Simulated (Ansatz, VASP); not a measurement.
# One calculation of Zn2Si2N, two programs

Contents of INCAR:

```
  PREC = Accurate
  ENCUT = 520
  EDIFF = 1E-7
  ISMEAR = 0
  SIGMA = 0.1
  LREAL = False
  LASPH = True
  NELM = 150
  ALGO = Normal
  ISIF = 2
  LWAVE = False
  LCHARG = True
  ISPIN = 2
  MAGMOM = 0 0 0 0 1
  LORBIT = 11
  GGA = PE
  LELF = True
  LVHAR = True
  NBANDS = 30
```

Contents of KPOINTS:

```
regular mesh
0
Gamma
  6 6 4
```

POSCAR

```
Zn2Si2N
1.0
    4.0952851300      0.0000000000      0.0000000000
   -2.0476425700      3.5466209600      0.0000000000
    0.0000000000      0.0000000000      5.4977870500
Zn Si N
2 2 1
Direct
    0.6666666700      0.3333333300      0.3043193900
    0.6666666700      0.3333333300      0.6956806100
    0.3333333300      0.6666666700      0.5000000000
    0.6666666700      0.3333333300      0.0000000000
    0.3333333300      0.6666666700      0.0000000000
```

Input for Ansatz:

```yaml
crystal:
  lattice:
    - [4.09528513, 0.0, 0.0]
    - [-2.04764257, 3.54662096, 0.0]
    - [0.0, 0.0, 5.49778705]
  atoms:
    - { symbol: Zn, position: [0.66666667, 0.33333333, 0.30431939] }
    - { symbol: Zn, position: [0.66666667, 0.33333333, 0.69568061] }
    - { symbol: Si, position: [0.33333333, 0.66666667, 0.5] }
    - { symbol: Si, position: [0.66666667, 0.33333333, 0.0] }
    - { symbol: "N", position: [0.33333333, 0.66666667, 0.0], spin: 1.0 }
basis:
  ecutwfc: 420
kpoints:
  mp_grid: { grid: [6, 6, 4] }
hamiltonian:
  xc: pbe
scf:
  occupations: { method: gaussian, width: 0.1 }
  lower_state_search: "off"
output:
  forces: true
  stress: true
  eigenvalues: true
  populations: true
magnetization:
  spin_polarized: true
```

Alike in both runs: task single point; functional PBE; k mesh 6 × 6 × 4; occupations gaussian, width 0.1 eV; collinear spin.

```csv
,VASP,Ansatz
version,VASP 6.6.1,Ansatz 0.2.0
potentials or method,"VASP PAW PBE potentials, release 64 (Zn, Si, N), cutoff 520 eV","scalar-relativistic, plane waves, PAW"
valence electrons in the cell,37,37
```

Ansatz gave:

```
gap on the k mesh at the Fermi level (eV) : none
rms of the force components (eV/Å)        : 6.356
net moment per atom (μB)                  : 0.00
```

Task: Which values does VASP return?

Result: gap on the k mesh at the Fermi level (eV): none; rms of the force components (eV/Å): 6.619; net moment per atom (μB): 0.00.

Atom by atom the forces differ by 0.263 eV/Å (rms over components). A gap of «none» marks a metal or a gap that the smearing closes. Ansatz's warnings: seeded moment not kept.
